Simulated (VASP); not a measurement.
A run of VASP 6.6.1 is set up as follows.

INCAR

```
PREC = Accurate ; ENCUT = 520
EDIFF = 1E-6 ; ISMEAR = 0
SIGMA = 0.1 ; LREAL = F
LASPH = T ; NELM = 100
ALGO = Normal ; ISIF = 2
LWAVE = F ; LCHARG = T
GGA = PE ; LELF = T
LVHAR = T ; NBANDS = 50
```

KPOINTS

```
regular mesh
0
Gamma
  4 4 4
```

Contents of POSCAR:

```
Sn3GeSe4
1.0
    4.2142445036     -5.9577363198      0.0000000000
    4.2142445036      5.9577363198      0.0000000000
    0.0000000000      0.0000000000      4.2134934192
Sn Ge Se
3 1 4
Direct
    0.0000000000      0.5000000000      0.0000000000
    0.5000000000      0.0000000000      0.0000000000
    0.5000000000      0.5000000000      0.5000000000
    0.0000000000      0.0000000000      0.5000000000
    0.7614586912      0.7614586912      0.0000000000
    0.2385413088      0.2385413088      0.0000000000
    0.7556268425      0.2443731575      0.5000000000
    0.2443731575      0.7556268425      0.5000000000
```

Potentials or basis: VASP PAW PBE potentials, release 64 (Sn_d, Ge_d, Se).

Run with:

```sh
$ cat potpaw_PBE.64/Sn_d/POTCAR potpaw_PBE.64/Ge_d/POTCAR potpaw_PBE.64/Se/POTCAR > POTCAR
$ mpirun -np 1 vasp_std > vasp.out
```

**Question.** What does it give for the band gap on the k mesh?

**Answer.** 0.05 eV (least direct gap 0.06 eV).

**Question.** Estimate the pressure.

**Answer.** -0.1 GPa.

**Question.** Predict the largest force.

**Answer.** 0.010 eV/Å.

Forces on the atoms (eV/Å):
```
Sn   0.000  0.000  0.000
Sn   0.000  0.000  0.000
Sn   0.000  0.000  0.000
Ge   0.000  0.000  0.000
Se   0.010  0.000  0.000
Se  -0.010  0.000  0.000
Se   0.000 -0.006  0.000
Se   0.000  0.006  0.000
```

Caveat: spin-orbit coupling is left out, which moves the levels of the heavy elements. A k mesh can miss the band edges.
